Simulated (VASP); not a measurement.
# InSb: single point with PBEsol

InSb:

```
In Sb
1.0
     0.00000    3.26814    3.22739
     3.26814    0.00000    3.22739
     3.26814    3.26814    0.00000
In Sb
1 1
Direct
  0.00000 0.00000 0.00000
  0.25000 0.25000 0.25000
```

This cell differs from its parent crystal: strained cell.

| Item | Value |
| --- | --- |
| Program | VASP 6.6.1 |
| Task | single point |
| Functional | PBEsol |
| Potentials or basis | VASP PAW PBE potentials, release 64 (In_d, Sb) |
| Cutoff | 500 eV |
| k mesh | 10 × 10 × 10 |
| Occupations | gaussian, width 0.1 eV |
| Spin | no spin polarisation |
| Dipole correction | no |
| Further INCAR settings | ALGO = Normal; EDIFF = 1e-06; NBANDS = 16 |

The pressure is 0.2 GPa. The band gap on the k mesh is 0.06 eV.

Stress tensor (GPa, compression positive):
```
0.11 0.00 0.00
0.00 0.11 0.00
0.00 0.00 0.44
```

Levels at points of the mesh, in eV from the valence-band top:
```csv
k point,band 6,band 7,band 8,band 9,band 10,band 11,band 12,band 13
"(0.00, 0.00, 0.00)",-10.64,-0.32,0.00,0.00,0.06,2.94,2.96,2.96
"(0.50, 0.00, 0.00)",-9.30,-5.57,-1.01,-0.93,0.47,3.76,3.83,5.99
"(0.50, 0.50, 0.00)",-8.68,-5.83,-2.26,-2.26,1.23,1.26,8.07,8.07
"(0.50, 0.00, 0.50)",-8.72,-5.89,-2.19,-2.19,1.32,1.32,8.03,8.08
```

Wall time 110 s on 1 thread of Intel Xeon 8259CL (shared host), peak memory 0.28 GiB.

Caveat: the cell differs from its parent crystal (strained cell); the smearing spreads over this small gap; semilocal functionals underestimate gaps, and a narrow one can read as zero; the PAW data sets were made with another functional, which shifts forces and pressure a little; spin-orbit coupling is left out, which moves the levels of the heavy elements. A k mesh can miss the band edges.
